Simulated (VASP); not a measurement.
A run of VASP 6.6.1 is set up as follows.

File INCAR:

```
PREC = Accurate
ENCUT = 600
EDIFF = 1E-6
ISMEAR = 0
SIGMA = 0.02
LREAL = False
LASPH = True
NELM = 120
ALGO = Normal
ISIF = 2
LWAVE = False
LCHARG = False
GGA = PS
NBANDS = 11
GGA_COMPAT = False
```

Contents of KPOINTS:

```
regular mesh
0
Gamma
  10 10 10
```

File POSCAR:

```
SiC
1.0
    0.0000000000      2.1784489974      2.1784489974
    2.1784489974      0.0000000000      2.1784489974
    2.1784489974      2.1784489974      0.0000000000
Si C
1 1
Direct
    0.7500000000      0.7500000000      0.7500000000
    0.0000000000      0.0000000000      0.0000000000
```

Potentials or basis: VASP PAW PBE potentials, release 64 (Si, C).

The run is started by

```console
$ cat potpaw_PBE.64/Si/POTCAR potpaw_PBE.64/C/POTCAR > POTCAR
$ mpirun -np 1 vasp_std > vasp.out
```

Q: What does it give for the band gap on the k mesh?

A: 1.23 eV, indirect (least direct gap 4.44 eV).

Q: What does it give for the pressure?

A: 0.2 GPa.

Caveat: the PAW data sets were made with another functional, which shifts forces and pressure a little. A hybrid or GW would open this gap; PBEsol tends to underestimate it.
